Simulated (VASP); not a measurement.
# ZnCdSe4S2 (Cmmm) in VASP: single point with PBE

Aim: the single point of ZnCdSe4S2 with PBE.

Program: VASP 6.6.1. These are calculated values, not measurements. Logs are shortened: lines on timing, memory, paths and dates and some standing lists are left out, and cuts for length are marked.

**1. The cell of the first run**

The structure is orthorhombic, space group Cmmm (No. 65). The conventional cell has a = 7.466 Å, b = 10.262 Å, c = 5.199 Å, α = 90.00°, β = 90.00°, γ = 90.00°. Within 3.2 Å of Zn (site symmetry mmm) lie 2 Se at 2.44 Å and 2 S at 2.60 Å. Within 3.4 Å of Cd (site symmetry mmm) lie 2 S at 2.60 Å and 2 Se at 2.69 Å. Se (site symmetry m2m) has 1 Zn at 2.44 Å and 2 Se at 2.60 Å and 1 Cd at 2.69 Å within 3.2 Å. Se (site symmetry m2m) has 2 S at 2.51 to 2.62 Å and 2 Se at 2.60 Å within 3.3 Å. Within 3.4 Å of S (site symmetry mmm) lie 2 Cd at 2.60 Å and 2 Se at 2.62 Å. Within 3.3 Å of S (site symmetry mmm) lie 2 Se at 2.51 Å and 2 Zn at 2.60 Å.

The cell was generated, and may not be a known phase.

**2. Single point, PBE**

Contents of INCAR:

```
  PREC = Accurate
  ENCUT = 500
  EDIFF = 1E-6
  ISMEAR = 0
  SIGMA = 0.1
  LREAL = F
  LASPH = T
  NELM = 120
  ALGO = Normal
  ISIF = 2
  LWAVE = F
  LCHARG = F
  GGA = PE
  NBANDS = 40
  GGA_COMPAT = F
```

Contents of KPOINTS:

```
regular mesh
0
Gamma
  6 6 6
```

Contents of POSCAR:

```
ZnCdSe4S2
1.0
    3.7331973355     -5.1312262901      0.0000000000
    3.7331973355      5.1312262901      0.0000000000
    0.0000000000      0.0000000000      5.1987043088
Zn Cd Se S
1 1 4 2
Direct
    0.0000000000      0.0000000000      0.5000000000
    0.5000000000      0.5000000000      0.5000000000
    0.7623418558      0.2376581442      0.5000000000
    0.2376581442      0.7623418558      0.5000000000
    0.2444148535      0.7555851465      0.0000000000
    0.7555851465      0.2444148535      0.0000000000
    0.5000000000      0.5000000000      0.0000000000
    0.0000000000      0.0000000000      0.0000000000
```

Potentials or basis: VASP PAW PBE potentials, release 64 (Zn, Cd, Se, S).

Started as:

```bash
$ cat potpaw_PBE.64/Zn/POTCAR potpaw_PBE.64/Cd/POTCAR potpaw_PBE.64/Se/POTCAR potpaw_PBE.64/S/POTCAR > POTCAR
$ mpirun -np 1 vasp_std > vasp.out
```

OUTCAR:

```text
PREC = Accurate
   ENCUT = 500
   EDIFF = 1E-6
   ISMEAR = 0
   LREAL = F
   LASPH = T
   NELM = 120
   ISIF = 2
   GGA = PE

 ion  position               nearest neighbor table
   1  0.000  0.000  0.500-   3 2.44   4 2.44   8 2.60   8 2.60
   2  0.500  0.500  0.500-   7 2.60   7 2.60   3 2.69   4 2.69
   3  0.762  0.238  0.500-   1 2.44   6 2.60   6 2.60   2 2.69
   4  0.238  0.762  0.500-   1 2.44   5 2.60   5 2.60   2 2.69
   5  0.244  0.756  0.000-   8 2.51   4 2.60   4 2.60   7 2.62
   6  0.756  0.244  0.000-   8 2.51   3 2.60   3 2.60   7 2.62
   7  0.500  0.500  0.000-   2 2.60   2 2.60   6 2.62   5 2.62
   8  0.000  0.000  0.000-   5 2.51   6 2.51   1 2.60   1 2.60

  LATTYP: Found a base centered orthorhombic cell.
 ALAT       =     7.4663946710
 B/A-ratio  =     1.3744856832
 C/A-ratio  =     0.6962804055

  Lattice vectors:

 A1 = (   3.7331973355,  -5.1312262901,   0.0000000000)
 A2 = (   3.7331973355,   5.1312262901,   0.0000000000)
 A3 = (   0.0000000000,   0.0000000000,   5.1987043088)

Analysis of symmetry for initial positions (statically):
=====================================================================
 Subroutine PRICEL returns:
 Original cell was already a primitive cell.

 Routine SETGRP: Setting up the symmetry group for a
 base centered orthorhombic supercell.

 Subroutine GETGRP returns: Found  8 space group operations
 (whereof  8 operations were pure point group operations)
 out of a pool of  8 trial point group operations.

The static configuration has the point symmetry D_2h.

Analysis of symmetry for dynamics (positions and initial velocities):
=====================================================================
 Subroutine PRICEL returns:
 Original cell was already a primitive cell.

 Routine SETGRP: Setting up the symmetry group for a
 base centered orthorhombic supercell.

 Subroutine GETGRP returns: Found  8 space group operations
 (whereof  8 operations were pure point group operations)
 out of a pool of  8 trial point group operations.

The dynamic configuration has the point symmetry D_2h.

 Subroutine INISYM returns: Found  8 space group operations
 (whereof  8 operations are pure point group operations),
 and found     1 'primitive' translations

----------------------------------------------------------------------------------------

                                     Primitive cell

  volume of cell :     199.1715

  direct lattice vectors                    reciprocal lattice vectors
     3.733197335 -5.131226290  0.000000000     0.133933450 -0.097442594  0.000000000
     3.733197335  5.131226290  0.000000000     0.133933450  0.097442594  0.000000000
     0.000000000  0.000000000  5.198704309     0.000000000  0.000000000  0.192355622

  length of vectors
     6.345568973  6.345568973  5.198704309     0.165629793  0.165629793  0.192355622

  position of ions in fractional coordinates (direct lattice)
     0.000000000  0.000000000  0.500000000
     0.500000000  0.500000000  0.500000000
     0.762341856  0.237658144  0.500000000
     0.237658144  0.762341856  0.500000000
     0.244414853  0.755585147  0.000000000
     0.755585147  0.244414853  0.000000000
     0.500000000  0.500000000  0.000000000
     0.000000000  0.000000000  0.000000000

  ion indices of the primitive-cell ions
   primitive index   ion index
                 1           1
                 2           2
                 3           3
                 4           4
                 5           5
                 6           6
                 7           7
                 8           8

----------------------------------------------------------------------------------------

 KPOINTS: regular mesh

Automatic generation of k-mesh.
 Grid dimensions read from file:
 generate k-points for:    6    6    6

 Generating k-lattice:

  Cartesian coordinates                     Fractional coordinates (reciprocal lattice)
     0.022322242 -0.016240432  0.000000000     0.166666667  0.000000000  0.000000000
     0.022322242  0.016240432  0.000000000     0.000000000  0.166666667  0.000000000
     0.000000000  0.000000000  0.032059270     0.000000000  0.000000000  0.166666667

  Length of vectors
     0.027604965  0.027604965  0.032059270

  Shift w.r.t. Gamma in fractional coordinates (k-lattice)
     0.000000000  0.000000000  0.000000000

 Subroutine IBZKPT returns following result:
 ===========================================

 Found     52 irreducible k-points:

 Following reciprocal coordinates:
            Coordinates               Weight
  0.000000  0.000000  0.000000      1.000000
  0.166667  0.000000  0.000000      4.000000
  0.333333  0.000000  0.000000      4.000000
  0.500000  0.000000  0.000000      2.000000
  0.166667  0.166667  0.000000      2.000000
  0.333333  0.166667  0.000000      4.000000
[... 16 lines left out ...]
  0.333333  0.333333  0.166667      4.000000
  0.500000  0.333333  0.166667      8.000000
 [... further k-points ...]
   k-points           NKPTS =     52   k-points in BZ     NKDIM =     52   number of bands    NBANDS=     40
   number of dos      NEDOS =    301   number of ions     NIONS =      8
   total plane-waves  NPLWV =  92160
   dimension x,y,z NGX =    48 NGY =   48 NGZ =   40
   dimension x,y,z NGXF=    96 NGYF=   96 NGZF=   80
   ions per type =               1   1   4   2
   NGX,Y,Z   is equivalent  to a cutoff of  12.58, 12.58, 12.79 a.u.
   NGXF,Y,Z  is equivalent  to a cutoff of  25.15, 25.15, 25.58 a.u.
 SYSTEM =  unknown system
   PREC   = accura    normal or accurate (medium, high low for compatibility)
   ISTART =      0    job   : 0-new  1-cont  2-samecut
   ICHARG =      2    charge: 1-file 2-atom 10-const
   ISPIN  =      1    spin polarized calculation?
   LNONCOLLINEAR =      F non collinear calculations
   LSORBIT =      F    spin-orbit coupling
   LASPH  =      T    aspherical Exc in radial PAW
   ENCUT  =  500.0 eV  36.75 Ry    6.06 a.u.  11.57 11.57  9.48*2*pi/ulx,y,z
   NELM   =    120;   NELMIN=  2; NELMDL= -5     # of ELM steps
   EDIFF  = 0.1E-05   stopping-criterion for ELM
   LREAL  =      F    real-space projection
   EDIFFG = 0.1E-04   stopping-criterion for IOM
   NSW    =      0    number of steps for IOM
   IBRION =     -1    ionic relax: 0-MD 1-quasi-New 2-CG
   NFREE  =      0    steps in history (QN), initial steepest desc. (CG)
   ISIF   =      2    stress and relaxation
   ISYM   =      2    0-nonsym 1-usesym 2-fastsym
   POTIM  = 0.5000    time-step for ionic-motion
   TEBEG  =    0.0;   TEEND  =   0.0 temperature during run
   PSTRESS=    0.0 pullay stress
   NELECT =      60.0000    total number of electrons
   NUPDOWN=      -1.0000    fix difference up-down
   EMIN   =  10.00;   EMAX   =-10.00  energy-range for DOS
   EFERMI =   0.00;   METHOD = LEGACY
   ISMEAR =     0;   SIGMA  =   0.10  broadening in eV -4-tet -1-fermi 0-gaus
   EFERMI_NEDOS =   21; number of points for ismear=-14 and -15
   IALGO  =     38    algorithm
   IMIX   =      4    mixing-type and parameters
     AMIX     =   0.40;   BMIX     =  1.00
     AMIX_MAG =   1.60;   BMIX_MAG =  1.00
  volume/ion in A,a.u.               =      24.90       168.01
  Fermi-wavevector in a.u.,A,eV,Ry     =   1.097445  2.073871 16.386666  1.204386
  Thomas-Fermi vector in A             =   2.233805
   LORBIT       =      0    0 simple, 1 ext, 2 COOP (PROOUT), +10 PAW based schemes
   GGA     = PE    functional components
   LHFCALC =     F    Hartree Fock is set to
   AEXX    =    0.0000 exact exchange contribution
   IVDW    =     0    specifies the selected vdW correction
   LEPSILON=     F    determine dielectric tensor
   LRPA    =     F    only Hartree local field effects (RPA)
 non-spin polarized calculation
 Gauss-broadening in eV      SIGMA  =   0.10
  energy-cutoff  :      500.00
  volume of cell :      199.17
 maximum number of plane-waves:      5081
 NGX is ok and might be reduce to    48
   NGX = 23   NGY = 23   NGZ = 19

 number of electron      60.0000006 magnetization

 Free energy of the ion-electron system (eV)
  ---------------------------------------------------
  ext. energy  EPLUGINS =         0.00000000
  ---------------------------------------------------
  free energy    TOTEN  =       -23.60178527 eV

  energy without entropy =      -23.58095007  energy(sigma->0) =      -23.59136767

 E-fermi :   2.4594     XC(G=0):  -9.1165

 val. band max:        2.4516186411   @ k =  -0.3333   0.3333   0.5000
 cond. band min:       2.4623319265   @ k =   0.3333   0.1667   0.0000
 fundamental gap:      0.0107132853
 Fermi energy:         2.4593866388

 k-point     1 :       0.0000    0.0000    0.0000
  band No.  band energies     occupation
      1     -12.5850      2.00000
      2     -11.8090      2.00000
      3     -10.2167      2.00000
      4      -9.9214      2.00000
      5      -8.5427      2.00000
      6      -8.0908      2.00000
[... 32 lines left out ...]
     39       7.9183      0.00000
     40       7.9381      0.00000

 k-point     2 :       0.1667    0.0000    0.0000
  band No.  band energies     occupation
      1     -12.5434      2.00000
      2     -11.8740      2.00000
      3     -10.1914      2.00000
      4      -9.8990      2.00000
      5      -8.5505      2.00000
      6      -8.1570      2.00000
[... 32 lines left out ...]
     39       7.9347      0.00000
     40       8.0020      0.00000

 k-point     3 :       0.3333    0.0000    0.0000
  band No.  band energies     occupation
      1     -12.4267      2.00000
      2     -12.0344      2.00000
      3     -10.1451      2.00000
      4      -9.8498      2.00000
      5      -8.5505      2.00000
      6      -8.3047      2.00000
[... 32 lines left out ...]
     39       8.2770      0.00000
     40       8.2845      0.00000

 k-point     4 :       0.5000    0.0000    0.0000
  band No.  band energies     occupation
      1     -12.2977      2.00000
      2     -12.1840      2.00000
      3     -10.1237      2.00000
      4      -9.8229      2.00000
      5      -8.5249      2.00000
      6      -8.4041      2.00000
[... 32 lines left out ...]
     39       8.4281      0.00000
     40       8.7217      0.00000
[... 772 lines left out ...]
     39       8.2564      0.00000
     40       8.4421      0.00000

 k-point    23 :       0.3333    0.3333    0.1667
  band No.  band energies     occupation
      1     -12.2624      2.00000
      2     -11.8921      2.00000
      3     -10.2987      2.00000
      4      -9.9455      2.00000
      5      -9.1663      2.00000
      6      -8.1025      2.00000
[... 32 lines left out ...]
     39       7.9708      0.00000
     40       8.0135      0.00000

 k-point    24 :       0.5000    0.3333    0.1667
  band No.  band energies     occupation
      1     -12.1881      2.00000
      2     -11.9840      2.00000
      3     -10.2940      2.00000
      4      -9.8961      2.00000
      5      -9.1858      2.00000
      6      -8.1476      2.00000
[... 32 lines left out ...]
     39       8.0209      0.00000
     40       8.0627      0.00000

 [... further k-points ...]

------------------------ aborting loop because EDIFF is reached ----------------------------------------

  FORCE on cell =-STRESS in cart. coord.  units (eV):
  Direction    XX          YY          ZZ          XY          YZ          ZX
  --------------------------------------------------------------------------------------
  -------------------------------------------------------------------------------------
  Total       -0.0098755      0.1989243      0.2394316      0.0000000      0.0000000      0.0000000
  in kB       -0.0794410      1.6001884      1.9260382      0.0000000      0.0000000      0.0000000
  external PRESSURE =       1.1489285 kB  Pullay stress =       0.0000000 kB

 VOLUME and BASIS-vectors are now :
 -----------------------------------------------------------------------------
  energy-cutoff  :      500.00
  volume of cell :      199.17
      direct lattice vectors                 reciprocal lattice vectors
     3.733197335 -5.131226290  0.000000000     0.133933450 -0.097442594  0.000000000
     3.733197335  5.131226290  0.000000000     0.133933450  0.097442594  0.000000000
     0.000000000  0.000000000  5.198704309     0.000000000  0.000000000  0.192355622

 POSITION                                       TOTAL-FORCE (eV/Angst)
 -----------------------------------------------------------------------------------
      0.00000      0.00000      2.59935        -0.000000      0.000000     -0.000000
      3.73320      0.00000      2.59935         0.000000     -0.000000     -0.000000
      3.73320     -2.69227      2.59935        -0.000000     -0.004936     -0.000000
      3.73320      2.69227      2.59935        -0.000000      0.004936      0.000000
      3.73320      2.62293      0.00000        -0.000000      0.000443     -0.000000
      3.73320     -2.62293      0.00000        -0.000000     -0.000443     -0.000000
      3.73320      0.00000      0.00000         0.000000      0.000000     -0.000000
      0.00000      0.00000      0.00000        -0.000000      0.000000     -0.000000
 -----------------------------------------------------------------------------------
    total drift:                               -0.000000     -0.000000      0.000000

  FREE ENERGIE OF THE ION-ELECTRON SYSTEM (eV)
  ---------------------------------------------------
  free  energy   TOTEN  =       -23.6017852712 eV

  energy  without entropy=      -23.5809500664  energy(sigma->0) =      -23.59136767
```

Wall time 9.8 min (1 thread of Oxide Virtual Turin-like, shared host); peak memory 0.5 GiB.

Results:

| Quantity | Value |
| --- | --- |
| Free energy | -23.6018 eV |
| Pressure | 0.1 GPa |
| Largest force | 0.005 eV/Å |
| Band gap on the k mesh | zero (bands 30 and 31 overlap by 1.63 eV) |

Forces on the atoms (eV/Å):
```
Zn   0.000  0.000  0.000
Cd   0.000  0.000  0.000
Se   0.000 -0.005  0.000
Se   0.000  0.005  0.000
Se   0.000  0.000  0.000
Se   0.000  0.000  0.000
S    0.000  0.000  0.000
S    0.000  0.000  0.000
```

Stress tensor (GPa, compression positive):
```
-0.01  0.00  0.00
 0.00  0.16  0.00
 0.00  0.00  0.19
```
